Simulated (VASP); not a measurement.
# AlGaN (P-6m2) in VASP: further runs

The runs below take AlGaN through single point, relaxation of cell and atoms, with PBE.

All numbers are computed with VASP 6.6.1; they aren't measurements. Logs are shortened: lines on timing, memory, paths and dates and some standing lists are left out, and cuts for length are marked.

### 1 The cell of the first run

Symmetry: P-6m2, No. 187, hexagonal system. Conventional cell: a = 3.642 Å, b = 3.642 Å, c = 3.522 Å, α = 90.00°, β = 90.00°, γ = 120.00°. Within 3.7 Å of Al (site symmetry -6m2) lie 6 N at 2.74 Å and 6 Ga at 2.74 Å and 8 Al at 3.52 to 3.64 Å. Ga (site symmetry -6m2) has 3 N at 2.10 Å and 6 Al at 2.74 Å within 2.8 Å. Within 2.8 Å of N (site symmetry -6m2) lie 3 Ga at 2.10 Å and 6 Al at 2.74 Å.

The cell was generated, and may not be a known phase.

### 2 Single point, PBE

INCAR reads:

```
SYSTEM = AlGaN
PREC = Accurate
ENCUT = 520
EDIFF = 1E-6
ISMEAR = 0
SIGMA = 0.1
LREAL = .FALSE.
LASPH = .TRUE.
NELM = 80
ALGO = Normal
ISIF = 2
LWAVE = .FALSE.
LCHARG = .FALSE.
GGA = PE
NBANDS = 18
```

KPOINTS reads:

```
regular mesh
0
G
  6 6 6
  0 0 0
```

POSCAR reads:

```
AlGaN
1.0
    3.6417504200      0.0000000000      0.0000000000
   -1.8208752100      3.1538483700      0.0000000000
    0.0000000000      0.0000000000      3.5223348500
Al Ga N
1 1 1
Direct
    0.0000000000      0.0000000000      0.5000000000
    0.3333333300      0.6666666700      0.0000000000
    0.6666666700      0.3333333300      0.0000000000
```

Potentials or basis: VASP PAW PBE potentials, release 64 (Al, Ga_d, N).

Started as:

```console
cat potpaw_PBE.64/Al/POTCAR potpaw_PBE.64/Ga_d/POTCAR potpaw_PBE.64/N/POTCAR > POTCAR
mpirun -np 1 vasp_std > vasp.out
```

OUTCAR:

```text
SYSTEM = AlGaN
   PREC = Accurate
   ENCUT = 520
   EDIFF = 1E-6
   ISMEAR = 0
   LREAL = .FALSE.
   LASPH = .TRUE.
   NELM = 80
   ISIF = 2
   GGA = PE

 ion  position               nearest neighbor table
   1  0.000  0.000  0.500-   2 2.74   2 2.74   2 2.74   2 2.74   2 2.74   2 2.74
   2  0.333  0.667  0.000-   3 2.10   3 2.10   3 2.10   1 2.74   1 2.74   1 2.74   1 2.74   1 2.74
                             1 2.74
   3  0.667  0.333  0.000-   2 2.10   2 2.10   2 2.10

  LATTYP: Found a hexagonal cell.
 ALAT       =     3.6417504200
 C/A-ratio  =     0.9672092933

  Lattice vectors:

 A1 = (   3.6417504200,   0.0000000000,   0.0000000000)
 A2 = (  -1.8208752100,   3.1538483700,   0.0000000000)
 A3 = (   0.0000000000,   0.0000000000,   3.5223348500)

Analysis of symmetry for initial positions (statically):
=====================================================================
 Subroutine PRICEL returns:
 Original cell was already a primitive cell.

 Routine SETGRP: Setting up the symmetry group for a
 hexagonal supercell.

 Subroutine GETGRP returns: Found 12 space group operations
 (whereof 12 operations were pure point group operations)
 out of a pool of 24 trial point group operations.

The static configuration has the point symmetry D_3h.

Analysis of symmetry for dynamics (positions and initial velocities):
=====================================================================
 Subroutine PRICEL returns:
 Original cell was already a primitive cell.

 Routine SETGRP: Setting up the symmetry group for a
 hexagonal supercell.

 Subroutine GETGRP returns: Found 12 space group operations
 (whereof 12 operations were pure point group operations)
 out of a pool of 24 trial point group operations.

The dynamic configuration has the point symmetry D_3h.

 Subroutine INISYM returns: Found 12 space group operations
 (whereof 12 operations are pure point group operations),
 and found     1 'primitive' translations

----------------------------------------------------------------------------------------

                                     Primitive cell

  volume of cell :      40.4559

  direct lattice vectors                    reciprocal lattice vectors
     3.641750420  0.000000000  0.000000000     0.274593227  0.158536474  0.000000000
    -1.820875210  3.153848370  0.000000000     0.000000000  0.317072948  0.000000000
     0.000000000  0.000000000  3.522334850     0.000000000  0.000000000  0.283902594

  length of vectors
     3.641750420  3.641750413  3.522334850     0.317072947  0.317072948  0.283902594

  position of ions in fractional coordinates (direct lattice)
     0.000000000  0.000000000  0.500000000
     0.333333330  0.666666670  0.000000000
     0.666666670  0.333333330  0.000000000

  ion indices of the primitive-cell ions
   primitive index   ion index
                 1           1
                 2           2
                 3           3

----------------------------------------------------------------------------------------

 KPOINTS: regular mesh

Automatic generation of k-mesh.
 Grid dimensions read from file:
 generate k-points for:    6    6    6

 Generating k-lattice:

  Cartesian coordinates                     Fractional coordinates (reciprocal lattice)
     0.045765538  0.026422746  0.000000000     0.166666667  0.000000000  0.000000000
     0.000000000  0.052845491  0.000000000     0.000000000  0.166666667  0.000000000
     0.000000000  0.000000000  0.047317099     0.000000000  0.000000000  0.166666667

  Length of vectors
     0.052845491  0.052845491  0.047317099

  Shift w.r.t. Gamma in fractional coordinates (k-lattice)
     0.000000000  0.000000000  0.000000000

 Subroutine IBZKPT returns following result:
 ===========================================

 Found     28 irreducible k-points:

 Following reciprocal coordinates:
            Coordinates               Weight
  0.000000  0.000000  0.000000      1.000000
  0.166667  0.000000  0.000000      6.000000
  0.333333 -0.000000  0.000000      6.000000
  0.500000  0.000000  0.000000      3.000000
  0.166667  0.166667  0.000000      6.000000
  0.333333  0.166667  0.000000     12.000000
[... 16 lines left out ...]
  0.166667  0.000000  0.500000      6.000000
  0.333333 -0.000000  0.500000      6.000000
 [... further k-points ...]
   k-points           NKPTS =     28   k-points in BZ     NKDIM =     28   number of bands    NBANDS=     18
   number of dos      NEDOS =    301   number of ions     NIONS =      3
   total plane-waves  NPLWV =  21952
   dimension x,y,z NGX =    28 NGY =   28 NGZ =   28
   dimension x,y,z NGXF=    56 NGYF=   56 NGZF=   56
   ions per type =               1   1   1
   NGX,Y,Z   is equivalent  to a cutoff of  12.78, 12.78, 13.22 a.u.
   NGXF,Y,Z  is equivalent  to a cutoff of  25.56, 25.56, 26.43 a.u.
 SYSTEM =  AlGaN
   PREC   = accura    normal or accurate (medium, high low for compatibility)
   ISTART =      0    job   : 0-new  1-cont  2-samecut
   ICHARG =      2    charge: 1-file 2-atom 10-const
   ISPIN  =      1    spin polarized calculation?
   LNONCOLLINEAR =      F non collinear calculations
   LSORBIT =      F    spin-orbit coupling
   LASPH  =      T    aspherical Exc in radial PAW
   ENCUT  =  520.0 eV  38.22 Ry    6.18 a.u.   6.77  6.77  6.55*2*pi/ulx,y,z
   NELM   =     80;   NELMIN=  2; NELMDL= -5     # of ELM steps
   EDIFF  = 0.1E-05   stopping-criterion for ELM
   LREAL  =      F    real-space projection
   EDIFFG = 0.1E-04   stopping-criterion for IOM
   NSW    =      0    number of steps for IOM
   IBRION =     -1    ionic relax: 0-MD 1-quasi-New 2-CG
   NFREE  =      0    steps in history (QN), initial steepest desc. (CG)
   ISIF   =      2    stress and relaxation
   ISYM   =      2    0-nonsym 1-usesym 2-fastsym
   POTIM  = 0.5000    time-step for ionic-motion
   TEBEG  =    0.0;   TEEND  =   0.0 temperature during run
   PSTRESS=    0.0 pullay stress
   NELECT =      21.0000    total number of electrons
   NUPDOWN=      -1.0000    fix difference up-down
   EMIN   =  10.00;   EMAX   =-10.00  energy-range for DOS
   EFERMI =   0.00;   METHOD = LEGACY
   ISMEAR =     0;   SIGMA  =   0.10  broadening in eV -4-tet -1-fermi 0-gaus
   EFERMI_NEDOS =   21; number of points for ismear=-14 and -15
   IALGO  =     38    algorithm
   IMIX   =      4    mixing-type and parameters
     AMIX     =   0.40;   BMIX     =  1.00
     AMIX_MAG =   1.60;   BMIX_MAG =  1.00
  volume/ion in A,a.u.               =      13.49        91.00
  Fermi-wavevector in a.u.,A,eV,Ry     =   1.315691  2.486296 23.552283  1.731044
  Thomas-Fermi vector in A             =   2.445856
   LORBIT       =      0    0 simple, 1 ext, 2 COOP (PROOUT), +10 PAW based schemes
   GGA     = PE    functional components
   LHFCALC =     F    Hartree Fock is set to
   AEXX    =    0.0000 exact exchange contribution
   IVDW    =     0    specifies the selected vdW correction
   LEPSILON=     F    determine dielectric tensor
   LRPA    =     F    only Hartree local field effects (RPA)
 non-spin polarized calculation
 Gauss-broadening in eV      SIGMA  =   0.10
  energy-cutoff  :      520.00
  volume of cell :       40.46
 maximum number of plane-waves:      1117
 NGX is ok and might be reduce to    28
   NGX = 13   NGY = 13   NGZ = 13

 number of electron      21.0000000 magnetization

 Free energy of the ion-electron system (eV)
  ---------------------------------------------------
  ext. energy  EPLUGINS =         0.00000000
  ---------------------------------------------------
  free energy    TOTEN  =       -12.86686188 eV

  energy without entropy =      -12.86235496  energy(sigma->0) =      -12.86460842

 E-fermi :   7.0911     XC(G=0): -11.1161

 val. band max:        7.0630109182   @ k =   0.3333  -0.0000   0.1667
 cond. band min:       7.1873457182   @ k =   0.1667   0.0000   0.5000
 fundamental gap:      0.1243348000
 Fermi energy:         7.0911098086

 k-point     1 :       0.0000    0.0000    0.0000
  band No.  band energies     occupation
      1      -9.1819      2.00000
      2      -8.0780      2.00000
      3      -8.0780      2.00000
      4      -7.9527      2.00000
      5      -7.9526      2.00000
      6      -7.6973      2.00000
[... 10 lines left out ...]
     17      16.7513      0.00000
     18      20.0972      0.00000

 k-point     2 :       0.1667    0.0000    0.0000
  band No.  band energies     occupation
      1      -9.0295      2.00000
      2      -8.0739      2.00000
      3      -8.0500      2.00000
      4      -7.9637      2.00000
      5      -7.9547      2.00000
      6      -7.5980      2.00000
[... 10 lines left out ...]
     17      16.7399      0.00000
     18      17.1090      0.00000

 k-point     3 :       0.3333   -0.0000    0.0000
  band No.  band energies     occupation
      1      -8.8000      2.00000
      2      -8.0386      2.00000
      3      -7.9927      2.00000
      4      -7.9856      2.00000
      5      -7.9588      2.00000
      6      -7.2095      2.00000
[... 10 lines left out ...]
     17      17.5069      0.00000
     18      18.4985      0.00000

 k-point     4 :       0.5000    0.0000    0.0000
  band No.  band energies     occupation
      1      -8.7346      2.00000
      2      -8.0145      2.00000
      3      -7.9963      2.00000
      4      -7.9633      2.00000
      5      -7.9608      2.00000
      6      -6.8425      2.00000
[... 375 lines left out ...]
      4      -7.9800      2.00000
      5      -7.9800      2.00000
      6      -7.2281      2.00000
[... 10 lines left out ...]
     17      15.0035      0.00000
     18      15.0042      0.00000

 k-point    23 :       0.1667    0.0000    0.5000
  band No.  band energies     occupation
      1      -8.8171      2.00000
      2      -8.0579      2.00000
      3      -8.0449      2.00000
      4      -7.9990      2.00000
      5      -7.9828      2.00000
      6      -7.1342      2.00000
[... 10 lines left out ...]
     17      16.6994      0.00000
     18      16.8265      0.00000

 k-point    24 :       0.3333   -0.0000    0.5000
  band No.  band energies     occupation
      1      -8.6775      2.00000
      2      -8.0346      2.00000
      3      -7.9921      2.00000
      4      -7.9893      2.00000
      5      -7.9885      2.00000
      6      -6.8284      2.00000
[... 10 lines left out ...]
     17      19.4407      0.00000
     18      19.8358      0.00000

 [... further k-points ...]

------------------------ aborting loop because EDIFF is reached ----------------------------------------

  FORCE on cell =-STRESS in cart. coord.  units (eV):
  Direction    XX          YY          ZZ          XY          YZ          ZX
  --------------------------------------------------------------------------------------
  -------------------------------------------------------------------------------------
  Total       -0.3257350     -0.3257350      2.7981755      0.0000000      0.0000000     -0.0000000
  in kB      -12.9001093    -12.9001092    110.8163640      0.0000000      0.0000000     -0.0000000
  external PRESSURE =      28.3387151 kB  Pullay stress =       0.0000000 kB

 VOLUME and BASIS-vectors are now :
 -----------------------------------------------------------------------------
  energy-cutoff  :      520.00
  volume of cell :       40.46
      direct lattice vectors                 reciprocal lattice vectors
     3.641750420  0.000000000  0.000000000     0.274593227  0.158536474  0.000000000
    -1.820875210  3.153848370  0.000000000     0.000000000  0.317072948  0.000000000
     0.000000000  0.000000000  3.522334850     0.000000000  0.000000000  0.283902594

 POSITION                                       TOTAL-FORCE (eV/Angst)
 -----------------------------------------------------------------------------------
      0.00000      0.00000      1.76117        -0.000000     -0.000000      0.000000
     -0.00000      2.10257      0.00000        -0.000000      0.000000      0.000000
      1.82088      1.05128      0.00000         0.000000     -0.000000      0.000000
 -----------------------------------------------------------------------------------
    total drift:                               -0.000003      0.000002     -0.000000

  FREE ENERGIE OF THE ION-ELECTRON SYSTEM (eV)
  ---------------------------------------------------
  free  energy   TOTEN  =       -12.8668618762 eV

  energy  without entropy=      -12.8623549564  energy(sigma->0) =      -12.86460842
```

It took 15 s on 1 thread of AMD EPYC 7R13 (Zen 3), shared host; peak memory 0.14 GiB.

What came out:

| Quantity | Value |
| --- | --- |
| Free energy | -12.8669 eV |
| Pressure | 2.8 GPa |
| Band gap on the k mesh | zero (an odd number of electrons rules out a gap without spin polarisation) |

Stress tensor (GPa, compression positive):
```
-1.29  0.00  0.00
 0.00 -1.29  0.00
 0.00  0.00 11.08
```

Caveat: the stress differs along the axes, from -1 to 11 GPa.

### 3 Single point, PBE, collinear spin, ferromagnetic start

INCAR reads:

```
PREC = Accurate
ENCUT = 520
EDIFF = 1E-6
ISMEAR = 0
SIGMA = 0.1
LREAL = F
LASPH = T
NELM = 150
ALGO = Normal
ISIF = 2
LWAVE = F
LCHARG = F
ISPIN = 2
MAGMOM = 0 0 1
LORBIT = 11
GGA = PE
NBANDS = 22
```

KPOINTS reads:

```
Automatic mesh
0
Gamma
  6 6 6
```

POSCAR is that of step 2.

Potentials or basis: VASP PAW PBE potentials, release 64 (Al, Ga_d, N).

Started as:

```console
cat potpaw_PBE.64/Al/POTCAR potpaw_PBE.64/Ga_d/POTCAR potpaw_PBE.64/N/POTCAR > POTCAR
mpirun -np 1 vasp_std > vasp.out
```

OUTCAR:

```text
PREC = Accurate
   ENCUT = 520
   EDIFF = 1E-6
   ISMEAR = 0
   LREAL = F
   LASPH = T
   NELM = 150
   ISIF = 2
   ISPIN = 2
   LORBIT = 11
   GGA = PE

 ion  position               nearest neighbor table
   1  0.000  0.000  0.500-   2 2.74   2 2.74   2 2.74   2 2.74   2 2.74   2 2.74
   2  0.333  0.667  0.000-   3 2.10   3 2.10   3 2.10   1 2.74   1 2.74   1 2.74   1 2.74   1 2.74
                             1 2.74
   3  0.667  0.333  0.000-   2 2.10   2 2.10   2 2.10

  LATTYP: Found a hexagonal cell.
 ALAT       =     3.6417504200
 C/A-ratio  =     0.9672092933

  Lattice vectors:

 A1 = (   3.6417504200,   0.0000000000,   0.0000000000)
 A2 = (  -1.8208752100,   3.1538483700,   0.0000000000)
 A3 = (   0.0000000000,   0.0000000000,   3.5223348500)

Analysis of symmetry for initial positions (statically):
=====================================================================
 Subroutine PRICEL returns:
 Original cell was already a primitive cell.

[... 1402 lines left out ...]

------------------------ aborting loop because EDIFF is reached ----------------------------------------

  FORCE on cell =-STRESS in cart. coord.  units (eV):
  Direction    XX          YY          ZZ          XY          YZ          ZX
  --------------------------------------------------------------------------------------
  -------------------------------------------------------------------------------------
  Total       -0.3257748     -0.3257748      2.7995506      0.0000000      0.0000000      0.0000000
  in kB      -12.9016870    -12.9016869    110.8708228      0.0000000      0.0000000      0.0000000
  external PRESSURE =      28.3558163 kB  Pullay stress =       0.0000000 kB

 VOLUME and BASIS-vectors are now :
 -----------------------------------------------------------------------------
  energy-cutoff  :      520.00
  volume of cell :       40.46
      direct lattice vectors                 reciprocal lattice vectors
     3.641750420  0.000000000  0.000000000     0.274593227  0.158536474  0.000000000
    -1.820875210  3.153848370  0.000000000     0.000000000  0.317072948  0.000000000
     0.000000000  0.000000000  3.522334850     0.000000000  0.000000000  0.283902594

 POSITION                                       TOTAL-FORCE (eV/Angst)
 -----------------------------------------------------------------------------------
      0.00000      0.00000      1.76117         0.000000     -0.000000      0.000000
     -0.00000      2.10257      0.00000         0.000000      0.000000      0.000000
      1.82088      1.05128      0.00000        -0.000000     -0.000000      0.000000
 -----------------------------------------------------------------------------------
    total drift:                               -0.000003      0.000002     -0.000000

  FREE ENERGIE OF THE ION-ELECTRON SYSTEM (eV)
  ---------------------------------------------------
  free  energy   TOTEN  =       -12.8668619011 eV

  energy  without entropy=      -12.8623554868  energy(sigma->0) =      -12.86460869

 total charge

# of ion       s       p       d       tot
------------------------------------------
    1        0.520   0.225   0.000   0.745
    2        0.849   0.776  10.069  11.693
    3        1.334   2.211   0.000   3.546
--------------------------------------------------
tot          2.703   3.212  10.069  15.984

 magnetization (x)

# of ion       s       p       d       tot
------------------------------------------
    1        0.000  -0.000   0.000   0.000
    2        0.000  -0.000   0.000  -0.000
    3        0.000   0.000   0.000   0.000
--------------------------------------------------
tot          0.000   0.000   0.000   0.000
```

OSZICAR:

```text
N       E                     dE             d eps       ncg     rms          rms(c)
DAV:   1     0.137698676501E+03    0.13770E+03   -0.94506E+03  2678   0.142E+03
DAV:   2     0.191283905612E+01   -0.13579E+03   -0.12608E+03  2630   0.369E+02
DAV:   3    -0.137178561516E+02   -0.15631E+02   -0.15339E+02  2916   0.834E+01
DAV:   4    -0.140623580357E+02   -0.34450E+00   -0.34415E+00  2932   0.133E+01
DAV:   5    -0.140692608442E+02   -0.69028E-02   -0.69022E-02  3126   0.184E+00    0.768E+00
DAV:   6    -0.131370506823E+02    0.93221E+00   -0.10300E+01  3620   0.257E+01    0.428E+00
DAV:   7    -0.128790107984E+02    0.25804E+00   -0.12742E+00  2912   0.799E+00    0.159E+00
DAV:   8    -0.128693147126E+02    0.96961E-02   -0.19972E-01  2766   0.242E+00    0.469E-01
DAV:   9    -0.128666384707E+02    0.26762E-02   -0.13630E-02  3406   0.873E-01    0.255E-01
DAV:  10    -0.128668301127E+02   -0.19164E-03   -0.14995E-03  2812   0.225E-01    0.152E-01
DAV:  11    -0.128668690455E+02   -0.38933E-04   -0.17481E-04  3236   0.871E-02    0.341E-02
DAV:  12    -0.128668610145E+02    0.80310E-05   -0.44714E-05  3042   0.631E-02    0.129E-02
DAV:  13    -0.128668619011E+02   -0.88656E-06   -0.72726E-06  2888   0.149E-02
   1 F= -.12866862E+02 E0= -.12864609E+02  d E =-.450641E-02  mag=     0.0000
```

Wall time 33 s (1 thread of AMD EPYC 7R13 (Zen 3), shared host); peak memory 0.16 GiB.

Results:

```
Free energy                                           : -12.8669 eV
Pressure                                              : 2.8 GPa
Net moment                                            : 0.00 μB per cell
Valence electrons inside the program's atomic spheres : Al 0.74; Ga 11.69; N 3.55
```

Stress tensor (GPa, compression positive):
```
-1.29  0.00  0.00
 0.00 -1.29  0.00
 0.00  0.00 11.09
```

Caveat: the stress differs along the axes, from -1 to 11 GPa.

(Part 1 of 3 ends here.)

The gap in the log of VASP goes by the Fermi energy; the results here count the filled bands.